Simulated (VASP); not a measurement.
Crystal: BiN3.

```
Bi N
1.0
     0.00000    2.78582    2.78582
     2.78582    0.00000    2.78582
     2.78582    2.78582    0.00000
Bi N
1 3
Direct
  0.00000 0.00000 0.00000
  0.50000 0.50000 0.50000
  0.25000 0.25000 0.25000
  0.75000 0.75000 0.75000
```

- Program: VASP 6.6.1
- Task: relaxation of cell and atoms
- Functional: r2SCAN
- Potentials or basis: VASP PAW PBE potentials, release 64 (Bi_d, N)
- Cutoff: 660 eV
- k mesh: 6 × 6 × 6
- Occupations: fermi-dirac, width 0.1 eV
- Spin: no spin polarisation

At the start: pressure 5.6 GPa; volume 10.81 Å³/atom.

Problem. How do energy, volume and symmetry change on relaxing?

Solution. Over 3 steps the energy falls by 6.7 meV/atom and the volume is 11.21 Å³/atom (+3.7 %); space group Fm-3m (No. 225, to 0.05 Å).

The path:
```
step  energy change (eV)  largest force (eV/Å)  pressure (GPa)  volume (Å³)
   1              0.0000                0.0000            5.63        43.24
   2             -0.0201                0.0000           -2.58        45.66
   3             -0.0270                0.0000           -0.01        44.82
```

Final structure:
```
CELL_PARAMETERS angstrom
0.00000 2.81942 2.81942
2.81942 0.00000 2.81942
2.81942 2.81942 0.00000
ATOMIC_POSITIONS crystal
Bi 0.00000 0.00000 0.00000
N 0.50000 0.50000 0.50000
N 0.25000 0.25000 0.25000
N 0.75000 0.75000 0.75000
```

Caveat: the PAW data sets were made with another functional, which shifts forces and pressure a little.
